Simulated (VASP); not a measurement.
## Ru8N: single point with PBE+D3(BJ)

Ru8N, a slab with vacuum:

```
CELL_PARAMETERS angstrom
5.39519 0.00000 0.00000
-2.69759 4.67237 0.00000
0.00000 0.00000 25.03831
ATOMIC_POSITIONS crystal
Ru 0.33333 0.16667 0.15976
Ru 0.33333 0.66667 0.15976
Ru 0.83333 0.16667 0.15976
Ru 0.83333 0.66667 0.15976
Ru 0.16667 0.33333 0.24494
Ru 0.16667 0.83333 0.24494
Ru 0.66667 0.33333 0.24494
Ru 0.66667 0.83333 0.24494
Ru 0.33333 0.16667 0.32997
Ru 0.33333 0.66667 0.32997
Ru 0.83333 0.16667 0.32997
Ru 0.83333 0.66667 0.32997
Ru 0.16667 0.33333 0.41290
Ru 0.16667 0.83333 0.41290
Ru 0.66667 0.33333 0.41290
Ru 0.66667 0.83333 0.41290
N 0.50000 0.50000 0.53272
N 0.50000 0.50000 0.57665
```

```
Program             : VASP 6.6.1
Task                : single point
Functional          : PBE
Dispersion          : D3(BJ)
Potentials or basis : VASP PAW PBE potentials, release 64 (Ru_pv, N)
Cutoff              : 520 eV
k mesh              : 6 × 6 × 1
Occupations         : gaussian, width 0.1 eV
Spin                : no spin polarisation
```

```
Largest force              : 2.289 eV/Å
Band gap on the k mesh     : zero (bands 117 and 118 overlap by 1.25 eV)
Dispersion energy per atom : -0.421 eV
```

Forces in eV/Å, atoms in the order of the input:
```
Ru   0.000  0.010  0.517
Ru   0.009 -0.005  0.517
Ru   0.000  0.000  0.509
Ru  -0.009 -0.005  0.517
Ru   0.005  0.003 -0.525
Ru   0.000  0.000 -0.534
Ru  -0.005  0.003 -0.525
Ru   0.000 -0.005 -0.525
Ru   0.000 -0.020 -0.082
Ru  -0.017  0.010 -0.082
Ru   0.000  0.000  0.240
Ru   0.017  0.010 -0.082
Ru  -0.081 -0.047 -0.022
Ru   0.000  0.000 -0.035
Ru   0.081 -0.047 -0.022
Ru   0.000  0.094 -0.022
N    0.000  0.000 -2.133
N    0.000  0.000  2.289
```

Levels at points of the mesh, in eV from the Fermi level:
```
           k point  band 115  band 116  band 117  band 118  band 119  band 120
(0.00, 0.00, 0.00)      0.25      0.99      0.99      1.06      1.06      1.08
(0.50, 0.00, 0.00)     -0.61     -0.57     -0.57     -0.08     -0.07     -0.03
```

Wall time 63 min on 1 thread of Intel(R) Xeon(R) Platinum 8175M CPU @ 2.50GHz (Skylake/Cascade Lake), with other jobs on the host, peak memory 0.87 GiB.

Caveat: the standard files for N, O and F lose accuracy on very short bonds.
